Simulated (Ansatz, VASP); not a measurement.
**Two plane-wave programs on B3P**

File INCAR:

```
SYSTEM = B3P
PREC = Accurate
ENCUT = 500
EDIFF = 1E-6
ISMEAR = 0
SIGMA = 0.1
LREAL = .False.
LASPH = .True.
NELM = 120
ALGO = Normal
ISIF = 2
LWAVE = .False.
LCHARG = .False.
GGA = PE
NBANDS = 15
GGA_COMPAT = .False.
```

Contents of KPOINTS:

```
Automatic mesh
0
Gamma
  6 6 4
  0 0 0
```

Contents of POSCAR:

```
B3P
1.0
    3.8789238100      0.0000000000      0.0000000000
   -1.9394619000      3.3592465600      0.0000000000
    0.0000000000      0.0000000000      3.7586331900
B P
3 1
Direct
    0.8622844200      0.1377155800      0.5000000000
    0.8622844200      0.7245688400      0.5000000000
    0.2754311600      0.1377155800      0.5000000000
    0.3333333300      0.6666666700      0.5000000000
```

Input for Ansatz:

```yaml
crystal:
  lattice:
    - [3.87892381, 0.0, 0.0]
    - [-1.9394619, 3.35924656, 0.0]
    - [0.0, 0.0, 3.75863319]
  atoms:
    - { symbol: B, position: [0.86228442, 0.13771558, 0.5] }
    - { symbol: B, position: [0.86228442, 0.72456884, 0.5] }
    - { symbol: B, position: [0.27543116, 0.13771558, 0.5] }
    - { symbol: P, position: [0.33333333, 0.66666667, 0.5] }
basis:
  ecutwfc: 420
kpoints:
  mp_grid: { grid: [6, 6, 4] }
hamiltonian:
  xc: pbe
scf:
  occupations: { method: gaussian, width: 0.1 }
  lower_state_search: "off"
output:
  forces: true
  stress: true
  eigenvalues: true
```

Alike in both runs: task single point; functional PBE; k mesh 6 × 6 × 4; occupations gaussian, width 0.1 eV; no spin polarisation.

|  | VASP | Ansatz |
| --- | --- | --- |
| version | VASP 6.6.1 | Ansatz 0.2.0 |
| potentials or method | VASP PAW PBE potentials, release 64 (B, P), cutoff 500 eV | scalar-relativistic, plane waves, PAW |
| valence electrons in the cell | 14 | 14 |

```csv
,VASP,Ansatz,Ansatz less VASP
gap on the k mesh at the Fermi level (eV),none,none,-
pressure (GPa),12.2,12.3,+0.17
"traceless stress, the component that is largest in VASP (GPa)",-11.89,-12.06,-0.161
rms of the force components (eV/Å),0.714,0.698,-0.0159
```

Atom by atom the forces differ by 0.016 eV/Å (rms over components). A gap of «none» marks a metal or a gap that the smearing closes.

The k mesh is coarse, so the values compare programs but aren't converged.
